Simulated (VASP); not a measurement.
Crystal: Mg5Zn11O16.

```
CELL_PARAMETERS angstrom
8.49880 0.00000 0.00000
0.00000 8.49880 0.00000
0.00000 0.00000 8.49880
ATOMIC_POSITIONS crystal
O 0.24838 0.00360 0.99686
O 0.24964 0.00370 0.50513
O 0.24472 0.50425 0.99921
O 0.25414 0.50106 0.50355
O 0.75362 0.99999 0.00112
O 0.74865 0.00427 0.50099
O 0.74534 0.49945 0.99874
O 0.74719 0.50016 0.50508
O 0.00354 0.25095 0.99906
O 0.00027 0.25203 0.49581
O 0.00097 0.74917 0.00074
O 0.99804 0.75121 0.50172
O 0.49797 0.25360 0.99902
O 0.49860 0.24838 0.50134
O 0.50106 0.75255 0.99401
O 0.50007 0.75104 0.49740
O 0.00441 0.99655 0.25030
O 0.00185 0.99977 0.75020
O 0.00226 0.50150 0.25189
O 0.00229 0.49691 0.74790
O 0.50157 0.99616 0.25166
O 0.50152 0.00022 0.75088
O 0.49476 0.50250 0.25154
O 0.50230 0.50039 0.75209
O 0.24874 0.24875 0.24614
O 0.24891 0.24790 0.74857
O 0.25091 0.75215 0.24935
O 0.25110 0.75298 0.75465
O 0.75319 0.25128 0.25061
O 0.74828 0.25052 0.74859
O 0.75177 0.74896 0.25083
O 0.74613 0.75071 0.74852
Mg 0.00387 0.00204 0.99756
Mg 0.99708 0.00434 0.49834
Mg 0.00106 0.49880 0.49922
Mg 0.25251 0.25055 0.49944
Mg 0.74839 0.24701 0.50065
Mg 0.25050 0.99872 0.25178
Mg 0.24878 0.50435 0.75190
Mg 0.00370 0.24935 0.24782
Mg 0.50035 0.24684 0.25001
Mg 0.50130 0.75184 0.25209
Zn 0.99333 0.49878 0.99910
Zn 0.50054 0.00047 0.00005
Zn 0.49711 0.99667 0.50269
Zn 0.49620 0.49690 0.99895
Zn 0.50131 0.49430 0.50067
Zn 0.25107 0.24919 0.99984
Zn 0.25364 0.75075 0.00220
Zn 0.25505 0.75045 0.49832
Zn 0.75268 0.25360 0.99713
Zn 0.74876 0.74867 0.99607
Zn 0.75154 0.74862 0.50182
Zn 0.25428 0.99937 0.75192
Zn 0.25362 0.50138 0.25140
Zn 0.74726 0.00286 0.24771
Zn 0.74557 0.99943 0.74355
Zn 0.74979 0.49932 0.24682
Zn 0.75258 0.50277 0.75502
Zn 0.00094 0.24824 0.74903
Zn 0.00034 0.74652 0.25149
Zn 0.99762 0.74857 0.74831
Zn 0.50052 0.24951 0.75147
Zn 0.49799 0.75233 0.74825
```

| Item | Value |
| --- | --- |
| Program | VASP 6.6.1 |
| Task | relaxation of volume and atoms at fixed shape |
| Functional | PBEsol |
| Potentials or basis | VASP PAW PBE potentials, release 64 (O, Mg, Zn) |
| Cutoff | 700 eV |
| k mesh | 1 × 1 × 1, shifted |
| Occupations | fermi-dirac, width 0.05 eV |
| Spin | no spin polarisation |

At the start: pressure 1.1 GPa; volume 9.59 Å³/atom.

Problem. Where does the relaxation end?

Solution. Over 10 steps the energy falls by 8.0 meV/atom and the volume is 9.62 Å³/atom (+0.3 %); space group P1 (No. 1, to 0.1 Å) before and after.

Step by step:
```csv
step,energy change (eV),largest force (eV/Å),pressure (GPa),volume (Å³)
1,0.0000,0.8093,1.05,613.86
2,-0.3844,0.3157,-0.93,619.49
3,-0.4003,0.3037,-1.38,620.89
4,-0.4760,0.1999,0.48,614.22
5,-0.4766,0.1891,0.69,613.49
6,-0.5018,0.0762,0.10,615.41
7,-0.5027,0.0863,-0.03,615.83
8,-0.5076,0.0413,-0.05,615.91
9,-0.5092,0.0497,-0.07,615.97
10,-0.5105,0.0182,0.07,615.47
```

Final structure:
```
O Mg Zn
1.0
     8.50622    0.00000    0.00000
     0.00000    8.50622    0.00000
     0.00000    0.00000    8.50622
O Mg Zn
32 10 22
Direct
  0.24715 0.00008 0.00147
  0.24711 0.00248 0.49807
  0.24910 0.50048 0.99797
  0.24700 0.49748 0.50334
  0.75297 0.00067 0.99998
  0.75315 0.00272 0.49996
  0.75061 0.50009 0.99914
  0.75254 0.49767 0.50068
  0.99997 0.24797 0.00202
  0.99971 0.25004 0.49639
  0.99963 0.75252 0.00014
  0.99972 0.75022 0.49945
  0.50044 0.25025 0.00239
  0.50039 0.24976 0.49653
  0.50096 0.75054 0.00252
  0.50044 0.75000 0.49745
  0.00358 0.00288 0.24964
  0.00026 0.00020 0.74980
  0.00085 0.49863 0.25205
  0.00238 0.50054 0.74785
  0.49796 0.99963 0.24936
  0.49990 0.00008 0.75010
  0.49962 0.50014 0.24986
  0.49752 0.50023 0.75037
  0.25101 0.24757 0.25275
  0.25071 0.25276 0.74787
  0.25366 0.75235 0.25051
  0.25081 0.74823 0.75017
  0.74984 0.25068 0.25242
  0.74938 0.25031 0.74748
  0.74802 0.74966 0.24990
  0.74921 0.75002 0.74938
  0.99984 0.00002 0.99880
  0.00001 0.99926 0.50012
  0.99962 0.50127 0.49991
  0.25074 0.25003 0.50052
  0.74965 0.25004 0.50038
  0.25058 0.99961 0.24966
  0.25013 0.50088 0.75124
  0.00020 0.25088 0.24905
  0.50058 0.25050 0.24889
  0.50095 0.74955 0.25011
  0.99982 0.50042 0.99989
  0.50044 0.00015 0.00012
  0.49998 0.00030 0.49922
  0.49977 0.50059 0.00016
  0.49977 0.49973 0.50038
  0.24974 0.25020 0.00050
  0.25021 0.75056 0.00052
  0.25040 0.75012 0.50013
  0.75046 0.25030 0.99946
  0.75000 0.75048 0.99973
  0.74997 0.75001 0.49955
  0.25020 0.00059 0.74997
  0.25009 0.49981 0.25099
  0.75112 0.00057 0.24996
  0.74999 0.00029 0.74948
  0.75031 0.49978 0.25017
  0.74996 0.50026 0.74998
  0.00042 0.25053 0.74863
  0.00059 0.75073 0.24951
  0.00014 0.75010 0.74987
  0.50004 0.25045 0.75022
  0.50015 0.75026 0.74998
```

Caveat: the PAW data sets were made with another functional, which shifts forces and pressure a little.
